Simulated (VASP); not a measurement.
Cu: single point with PBEsol

Crystal: Cu.

```
Cu
1.0
    -1.44279    1.44279    1.37608
     1.44279   -1.44279    1.37608
     1.44279    1.44279   -1.37608
Cu
1
Direct
  0.00000 0.00000 0.00000
```

```json
{"Program": "VASP 6.6.1", "Task": "single point", "Functional": "PBEsol", "Potentials or basis": "VASP PAW PBE potentials, release 64 (Cu)", "Cutoff": "520 eV", "k mesh": "14 × 14 × 14", "Occupations": "gaussian, width 0.1 eV", "Spin": "no spin polarisation"}
```

```
Pressure : -0.5 GPa
```

Stress tensor (GPa, compression positive):
```
-0.32  0.00  0.00
 0.00 -0.32  0.00
 0.00  0.00 -0.91
```

Levels at points of the mesh, in eV from the Fermi level:
```
           k point  band 2  band 3  band 4  band 5  band 6  band 7  band 8  band 9  band 10  band 11
(0.00, 0.00, 0.00)   -3.34   -3.14   -3.14   -2.26   -2.05   24.85   24.85   26.10    28.88    28.88
(0.50, 0.00, 0.00)   -4.04   -2.17   -1.95   -1.38   -0.58    4.67   17.32   17.42    21.32    24.41
(0.50, 0.50, 0.00)   -3.80   -2.34   -2.08   -1.41   -0.94    4.15   18.57   18.84    22.49    25.50
(0.50, 0.50, 0.50)   -4.79   -1.58   -1.58   -1.53    7.69    7.69    9.53   13.34    13.97    16.76
```

Wall time 16 s on 1 thread of Intel(R) Xeon(R) Platinum 8559C (Emerald Rapids), on a shared host, peak memory 0.14 GiB.

Caveat: the PAW data sets were made with another functional, which shifts forces and pressure a little.
